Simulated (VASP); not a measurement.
A run of VASP 6.6.1:

File INCAR:

```
PREC = Accurate
ENCUT = 600
EDIFF = 1E-7
ISMEAR = 0
SIGMA = 0.1
LREAL = False
LASPH = True
NELM = 60
ALGO = Normal
ISIF = 3
LWAVE = False
LCHARG = False
GGA = PE
IBRION = 2
NSW = 100
EDIFFG = -0.01
```

The input KPOINTS:

```
Automatic mesh
0
Gamma
  14 14 14
```

The input POSCAR:

```
SnH5
1.0
   -2.0157792300      2.0157792300      2.9777216024
    2.0157792300     -2.0157792300      2.9777216024
    2.0157792300      2.0157792300     -2.9777216024
Sn H
1 5
Direct
    0.5000000000      0.5000000000      0.0000000000
    0.7500000000      0.2500000000      0.5000000000
    0.2500000000      0.7500000000      0.5000000000
    0.0000000000      0.0000000000      0.0000000000
    0.8424652111      0.8424652111      0.0000000000
    0.1575347889      0.1575347889      0.0000000000
```

Potentials or basis: VASP PAW PBE potentials, release 64 (Sn_d, H).

Launch:

```console
$ cat potpaw_PBE.64/Sn_d/POTCAR potpaw_PBE.64/H/POTCAR > POTCAR
$ mpirun -np 1 vasp_std > vasp.out
```

Hardware: 1 thread of AMD EPYC 7R13, on a shared host.

**Question.** How long does it take, and how much memory?

**Answer.** Run time: 14 min on 1 thread of AMD EPYC 7R13, on a shared host, peak memory 0.33 GiB. Counts: scf iterations 36, k points 244, ion steps 4.
